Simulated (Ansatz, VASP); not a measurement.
## VMoS4: VASP beside Ansatz

```xyz
6
Lattice="3.1970 0.0000 0.0000 -1.5985 2.7687 0.0000 0.0000 0.0000 13.3283" Properties=species:S:1:pos:R:3 pbc="T T T"
V     0.0000    0.0000    6.6642
Mo    0.0000    0.0000    0.0000
S     1.5985    0.9229    5.1996
S     1.5985    0.9229   11.7519
S     0.0000    1.8458    1.5764
S     0.0000    1.8458    8.1287
```

Alike in both runs: functional PBE; k mesh 6 × 6 × 2; occupations gaussian, width 0.1 eV; collinear spin.

Ansatz relaxed the structure, and its values are those at the end. VASP's run is a single point on that final structure, the one shown.

|  | VASP | Ansatz |
| --- | --- | --- |
| version | VASP 6.6.1 | Ansatz 0.2.0 |
| potentials or method | VASP PAW PBE potentials, release 64 (V_sv, Mo_sv, S), cutoff 520 eV | scalar-relativistic, plane waves, PAW |
| valence electrons in the cell | 51 | 51 |

Ansatz gave:

| Property | Result |
| --- | --- |
| gap on the k mesh at the Fermi level (eV) | none |
| pressure (GPa) | 0.1 |
| rms of the force components (eV/Å) | 0.008 |
| net moment per atom (μB) | 0.10 |
| size of the moment on the site where the two differ most (μB) | 0.55 |

Q: Which values does VASP return?

A: gap on the k mesh at the Fermi level (eV): none; pressure (GPa): -0.3; rms of the force components (eV/Å): 0.014; net moment per atom (μB): 0.00; size of the moment on the site where the two differ most (μB): 0.00.

The net moments are unlike, so the other rows may belong to different states. Site moments also hang on the region over which each program counts them. A gap of «none» marks a metal or a gap that the smearing closes.

The k mesh is coarse, so the values compare programs but aren't converged.
